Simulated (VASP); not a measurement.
# C in VASP: notebook

The runs below take C through single point, with PBE+D3(BJ).

Everything below comes from runs of VASP 6.6.1. Logs are shortened: lines on timing, memory, paths and dates and some standing lists are left out, and cuts for length are marked.

### Step 1. The cell of the first run

The cell holds a slab with vacuum, 8 atoms: a = 2.465 Å, b = 2.465 Å, c = 46.222 Å, α = 90.00°, β = 90.00°, γ = 120.00°.

### Step 2. Single point, PBE+D3(BJ) (atoms taken out)

INCAR reads:

```
PREC = Accurate
ENCUT = 520
EDIFF = 1E-6
ISMEAR = 0
SIGMA = 0.1
LREAL = F
LASPH = T
NELM = 80
ALGO = Normal
ISIF = 2
LWAVE = F
LCHARG = T
LDIPOL = T
IDIPOL = 3
DIPOL = 0.5 0.5 0.500
GGA = PE
IVDW = 12
LELF = T
LVHAR = T
LVACPOTAV = T
NBANDS = 26
```

KPOINTS reads:

```
regular mesh
0
Gamma
  18 18 1
```

POSCAR reads:

```
C
1.0
    2.4651438665      0.0000000000      0.0000000000
   -1.2325719333      2.1348772124      0.0000000000
    0.0000000000      0.0000000000     46.2216184728
C
8
Direct
    0.0000000000      0.0000000000      0.3902089442
    0.6666666667      0.3333333333      0.3902007803
    0.0000000000      0.0000000000      0.4634450894
    0.3333333333      0.6666666667      0.4634471230
    0.0000000000      0.0000000000      0.5365549106
    0.6666666667      0.3333333333      0.5365528770
    0.0000000000      0.0000000000      0.6097910558
    0.3333333333      0.6666666667      0.6097992197
```

Potentials or basis: VASP PAW PBE potentials, release 64 (C).

Run with:

```sh
$ cat potpaw_PBE.64/C/POTCAR > POTCAR
$ mpirun -np 1 vasp_std > vasp.out
```

OUTCAR:

```text
PREC = Accurate
   ENCUT = 520
   EDIFF = 1E-6
   ISMEAR = 0
   LREAL = F
   LASPH = T
   NELM = 80
   ISIF = 2
   GGA = PE
   IVDW = 12
 IVDW          = 12

 ion  position               nearest neighbor table
   1  0.000  0.000  0.390-   2 1.42   2 1.42   2 1.42
   2  0.667  0.333  0.390-   1 1.42   1 1.42   1 1.42
   3  0.000  0.000  0.463-   4 1.42   4 1.42   4 1.42
   4  0.333  0.667  0.463-   3 1.42   3 1.42   3 1.42
   5  0.000  0.000  0.537-   6 1.42   6 1.42   6 1.42
   6  0.667  0.333  0.537-   5 1.42   5 1.42   5 1.42
   7  0.000  0.000  0.610-   8 1.42   8 1.42   8 1.42
   8  0.333  0.667  0.610-   7 1.42   7 1.42   7 1.42

  LATTYP: Found a hexagonal cell.
 ALAT       =     2.4651438665
 C/A-ratio  =    18.7500693574

  Lattice vectors:

 A1 = (   2.4651438665,   0.0000000000,   0.0000000000)
 A2 = (  -1.2325719333,   2.1348772124,   0.0000000000)
 A3 = (   0.0000000000,   0.0000000000,  46.2216184728)

Analysis of symmetry for initial positions (statically):
=====================================================================
 Subroutine PRICEL returns:
 Original cell was already a primitive cell.

 Routine SETGRP: Setting up the symmetry group for a
 hexagonal supercell.

 Subroutine GETGRP returns: Found 12 space group operations
 (whereof 12 operations were pure point group operations)
 out of a pool of 24 trial point group operations.

The static configuration has the point symmetry D_3d.

Analysis of symmetry for dynamics (positions and initial velocities):
=====================================================================
 Subroutine PRICEL returns:
 Original cell was already a primitive cell.

 Routine SETGRP: Setting up the symmetry group for a
 hexagonal supercell.

 Subroutine GETGRP returns: Found 12 space group operations
 (whereof 12 operations were pure point group operations)
 out of a pool of 24 trial point group operations.

The dynamic configuration has the point symmetry D_3d.

 Subroutine INISYM returns: Found 12 space group operations
 (whereof 12 operations are pure point group operations),
 and found     1 'primitive' translations

----------------------------------------------------------------------------------------

                                     Primitive cell

  volume of cell :     243.2542

  direct lattice vectors                    reciprocal lattice vectors
     2.465143867  0.000000000  0.000000000     0.405655838  0.234205507  0.000000000
    -1.232571933  2.134877212  0.000000000     0.000000000  0.468411014  0.000000000
     0.000000000  0.000000000 46.221618473     0.000000000  0.000000000  0.021634898

  length of vectors
     2.465143867  2.465143867 46.221618473     0.468411014  0.468411014  0.021634898

  position of ions in fractional coordinates (direct lattice)
     0.000000000  0.000000000  0.390208944
     0.666666667  0.333333333  0.390200780
     0.000000000  0.000000000  0.463445089
     0.333333333  0.666666667  0.463447123
     0.000000000  0.000000000  0.536554911
     0.666666667  0.333333333  0.536552877
     0.000000000  0.000000000  0.609791056
     0.333333333  0.666666667  0.609799220

  ion indices of the primitive-cell ions
   primitive index   ion index
                 1           1
                 2           2
                 3           3
                 4           4
                 5           5
                 6           6
                 7           7
                 8           8

----------------------------------------------------------------------------------------

 KPOINTS: regular mesh

Automatic generation of k-mesh.
 Grid dimensions read from file:
 generate k-points for:   18   18    1

 Generating k-lattice:

  Cartesian coordinates                     Fractional coordinates (reciprocal lattice)
     0.022536435  0.013011417  0.000000000     0.055555556  0.000000000  0.000000000
     0.000000000  0.026022834  0.000000000     0.000000000  0.055555556  0.000000000
     0.000000000  0.000000000  0.021634898     0.000000000  0.000000000  1.000000000

  Length of vectors
     0.026022834  0.026022834  0.021634898

  Shift w.r.t. Gamma in fractional coordinates (k-lattice)
     0.000000000  0.000000000  0.000000000

 Subroutine IBZKPT returns following result:
 ===========================================

 Found     37 irreducible k-points:

 Following reciprocal coordinates:
            Coordinates               Weight
  0.000000  0.000000  0.000000      1.000000
  0.055556 -0.000000  0.000000      6.000000
  0.111111 -0.000000  0.000000      6.000000
  0.166667 -0.000000  0.000000      6.000000
  0.222222  0.000000  0.000000      6.000000
  0.277778 -0.000000  0.000000      6.000000
[... 16 lines left out ...]
  0.333333  0.111111  0.000000     12.000000
  0.388889  0.111111  0.000000     12.000000
 [... further k-points ...]
   k-points           NKPTS =     37   k-points in BZ     NKDIM =     37   number of bands    NBANDS=     26
   number of dos      NEDOS =    301   number of ions     NIONS =      8
   total plane-waves  NPLWV = 113400
   dimension x,y,z NGX =    18 NGY =   18 NGZ =  350
   dimension x,y,z NGXF=    36 NGYF=   36 NGZF=  700
   ions per type =               8
   NGX,Y,Z   is equivalent  to a cutoff of  12.14, 12.14, 12.59 a.u.
   NGXF,Y,Z  is equivalent  to a cutoff of  24.28, 24.28, 25.18 a.u.
 SYSTEM =  unknown system
   PREC   = accura    normal or accurate (medium, high low for compatibility)
   ISTART =      0    job   : 0-new  1-cont  2-samecut
   ICHARG =      2    charge: 1-file 2-atom 10-const
   ISPIN  =      1    spin polarized calculation?
   LNONCOLLINEAR =      F non collinear calculations
   LSORBIT =      F    spin-orbit coupling
   LASPH  =      T    aspherical Exc in radial PAW
   ENCUT  =  520.0 eV  38.22 Ry    6.18 a.u.   4.58  4.58 85.94*2*pi/ulx,y,z
   NELM   =     80;   NELMIN=  2; NELMDL= -5     # of ELM steps
   EDIFF  = 0.1E-05   stopping-criterion for ELM
   LREAL  =      F    real-space projection
   EDIFFG = 0.1E-04   stopping-criterion for IOM
   NSW    =      0    number of steps for IOM
   IBRION =     -1    ionic relax: 0-MD 1-quasi-New 2-CG
   NFREE  =      0    steps in history (QN), initial steepest desc. (CG)
   ISIF   =      2    stress and relaxation
   ISYM   =      2    0-nonsym 1-usesym 2-fastsym
   POTIM  = 0.5000    time-step for ionic-motion
   TEBEG  =    0.0;   TEEND  =   0.0 temperature during run
   PSTRESS=    0.0 pullay stress
   NELECT =      32.0000    total number of electrons
   NUPDOWN=      -1.0000    fix difference up-down
   EMIN   =  10.00;   EMAX   =-10.00  energy-range for DOS
   EFERMI =   0.00;   METHOD = LEGACY
   ISMEAR =     0;   SIGMA  =   0.10  broadening in eV -4-tet -1-fermi 0-gaus
   EFERMI_NEDOS =   21; number of points for ismear=-14 and -15
   IALGO  =     38    algorithm
   IMIX   =      4    mixing-type and parameters
     AMIX     =   0.40;   BMIX     =  1.00
     AMIX_MAG =   1.60;   BMIX_MAG =  1.00
  volume/ion in A,a.u.               =      30.41       205.20
  Fermi-wavevector in a.u.,A,eV,Ry     =   0.832603  1.573392  9.431940  0.693228
  Thomas-Fermi vector in A             =   1.945687
   LORBIT       =      0    0 simple, 1 ext, 2 COOP (PROOUT), +10 PAW based schemes
   GGA     = PE    functional components
   LHFCALC =     F    Hartree Fock is set to
   AEXX    =    0.0000 exact exchange contribution
   IVDW    =    12    specifies the selected vdW correction
   LEPSILON=     F    determine dielectric tensor
   LRPA    =     F    only Hartree local field effects (RPA)
 non-spin polarized calculation
 Gauss-broadening in eV      SIGMA  =   0.10
  energy-cutoff  :      520.00
  volume of cell :      243.25
 maximum number of plane-waves:      6638
   NGX =  9   NGY =  9   NGZ =171

 dipolmoment           0.000000      0.000000      0.000000 electrons x Angstroem

 number of electron      31.9999991 magnetization

 dipolmoment           0.000000      0.000000     -0.000000 electrons x Angstroem

 Free energy of the ion-electron system (eV)
  ---------------------------------------------------
  ext. energy  EPLUGINS =         0.00000000
  ---------------------------------------------------
  free energy    TOTEN  =       -73.72966260 eV

  energy without entropy =      -73.72826711  energy(sigma->0) =      -73.72896485

 E-fermi :  -1.6778     XC(G=0):  -3.2138

 val. band max:       -1.6873358016   @ k =   0.3333   0.3333   0.0000
 cond. band min:      -1.6682952907   @ k =   0.3333   0.3333   0.0000
 fundamental gap:      0.0190405109
 Fermi energy:        -1.6777672132

 k-point     1 :       0.0000    0.0000    0.0000
  band No.  band energies     occupation
      1     -21.2979      2.00000
      2     -21.2310      2.00000
      3     -21.1449      2.00000
      4     -21.0699      2.00000
      5     -10.0031      2.00000
      6      -9.5746      2.00000
[... 18 lines left out ...]
     25       3.9686      0.00000
     26       4.6320      0.00000

 k-point     2 :       0.0556   -0.0000    0.0000
  band No.  band energies     occupation
      1     -21.2244      2.00000
      2     -21.1578      2.00000
      3     -21.0720      2.00000
      4     -20.9974      2.00000
      5      -9.9140      2.00000
      6      -9.4867      2.00000
[... 18 lines left out ...]
     25       4.0682      0.00000
[... 608 lines left out ...]
     25       7.2113      0.00000
     26       7.2696      0.00000

 k-point    24 :       0.3889    0.1111    0.0000
  band No.  band energies     occupation
      1     -16.5740      2.00000
      2     -16.5287      2.00000
      3     -16.4695      2.00000
      4     -16.4171      2.00000
      5     -13.9259      2.00000
      6     -13.8919      2.00000
[... 18 lines left out ...]
     25       8.3090      0.00000
     26       8.4486      0.00000

 [... further k-points ...]

------------------------ aborting loop because EDIFF is reached ----------------------------------------

 vacuum level on the upper side and lower side of the slab       (xc-potential included)        -0.124        -0.124

 Edisp (eV)   -1.09198

 E8    (eV) :    -0.3177

  FORCE on cell =-STRESS in cart. coord.  units (eV):
  Direction    XX          YY          ZZ          XY          YZ          ZX
  --------------------------------------------------------------------------------------
  -------------------------------------------------------------------------------------
  Total       0.30873     0.30873    -0.04105    -0.00000     0.00000     0.00000
  in kB       2.03342     2.03342    -0.27035    -0.00000     0.00000     0.00000
  external pressure =        1.27 kB  Pullay stress =        0.00 kB

 VOLUME and BASIS-vectors are now :
 -----------------------------------------------------------------------------
  energy-cutoff  :      520.00
  volume of cell :      243.25
      direct lattice vectors                 reciprocal lattice vectors
     2.465143867  0.000000000  0.000000000     0.405655838  0.234205507  0.000000000
    -1.232571933  2.134877212  0.000000000     0.000000000  0.468411014  0.000000000
     0.000000000  0.000000000 46.221618473     0.000000000  0.000000000  0.021634898

 POSITION                                       TOTAL-FORCE (eV/Angst)
 -----------------------------------------------------------------------------------
      0.00000      0.00000     18.03609        -0.000000     -0.000000      0.001513
      1.23257      0.71163     18.03571         0.000000      0.000000     -0.001583
      0.00000      0.00000     21.42118        -0.000000     -0.000000     -0.000214
     -0.00000      1.42325     21.42128        -0.000000      0.000000      0.000323
      0.00000      0.00000     24.80044         0.000000      0.000000      0.000214
      1.23257      0.71163     24.80034         0.000000      0.000000     -0.000323
      0.00000      0.00000     28.18553        -0.000000      0.000000     -0.001513
     -0.00000      1.42325     28.18591         0.000000     -0.000000      0.001583
 -----------------------------------------------------------------------------------
    total drift:                                0.000000      0.000000     -0.000000

  FREE ENERGIE OF THE ION-ELECTRON SYSTEM (eV)
  ---------------------------------------------------
  free  energy   TOTEN  =       -74.8216432483 eV

  energy  without entropy=      -74.8202477560  energy(sigma->0) =      -74.82094550

 vacuum level on the upper side and lower side of the slab         2.603         2.603
```

Wall time 5 min (1 thread of AMD EPYC 7R13 (Zen 3), shared host); peak memory 0.39 GiB.

What came out:

```
Free energy                            : -74.8216 eV
Dispersion energy per atom             : -0.136 eV
Ionisation potential of the upper face : 4.29 eV
```

Caveat: the cell differs from its parent crystal (atoms taken out).

### Step 3. Single point, PBE+D3(BJ) (atoms taken out)

INCAR reads:

```
SYSTEM = C
ALGO     = Normal         ! electronic algorithm
DIPOL    = 0.5 0.5 0.500
EDIFF    = 1E-6           ! SCF threshold, eV
ENCUT    = 520            ! plane-wave cutoff, eV
GGA      = PE             ! functional
IDIPOL   = 3            
ISIF     = 2              ! what is computed and relaxed
ISMEAR   = 0              ! smearing method
IVDW     = 12             ! dispersion correction
LASPH    = .TRUE.         ! aspherical terms in the spheres
LCHARG   = .FALSE.        ! write CHGCAR
LDIPOL   = .TRUE.       
LREAL    = .FALSE.        ! projectors in reciprocal space
LWAVE    = .FALSE.        ! write WAVECAR
NBANDS   = 26             ! bands
NELM     = 80             ! most SCF steps
PREC     = Accurate       ! precision mode
SIGMA    = 0.1            ! smearing width, eV
```

KPOINTS reads:

```
k-points
0
G
  18 18 1
  0 0 0
```

POSCAR reads:

```
C
1.0
    2.4649634494      0.0000000000      0.0000000000
   -1.2324817247      2.1347209666      0.0000000000
    0.0000000000      0.0000000000     46.2216184728
C
8
Direct
    0.0000000000      0.0000000000      0.3906268403
    0.6666666667      0.3333333333      0.3906268369
    0.0000000000      0.0000000000      0.4635422812
    0.3333333333      0.6666666667      0.4635422778
    0.0000000000      0.0000000000      0.5364577222
    0.6666666667      0.3333333333      0.5364577188
    0.0000000000      0.0000000000      0.6093731631
    0.3333333333      0.6666666667      0.6093731597
```

Potentials or basis: VASP PAW PBE potentials, release 64 (C).

Run with:

```sh
$ cat potpaw_PBE.64/C/POTCAR > POTCAR
$ mpirun -np 1 vasp_std > vasp.out
```

Wall time 6.1 min (1 thread of AMD EPYC 7R13 (Zen 3), shared host); peak memory 0.39 GiB.

Results (log left out):

* Free energy: -74.8215 eV
* Largest force: 0.011 eV/Å
* Dispersion energy per atom: -0.137 eV

Forces in eV/Å, atoms in the order of the input:
```
C    0.000  0.000  0.006
C    0.000  0.000 -0.011
C    0.000  0.000 -0.001
C    0.000  0.000  0.003
C    0.000  0.000  0.001
C    0.000  0.000 -0.003
C    0.000  0.000 -0.006
C    0.000  0.000  0.011
```

Caveat: the cell differs from its parent crystal (atoms taken out).
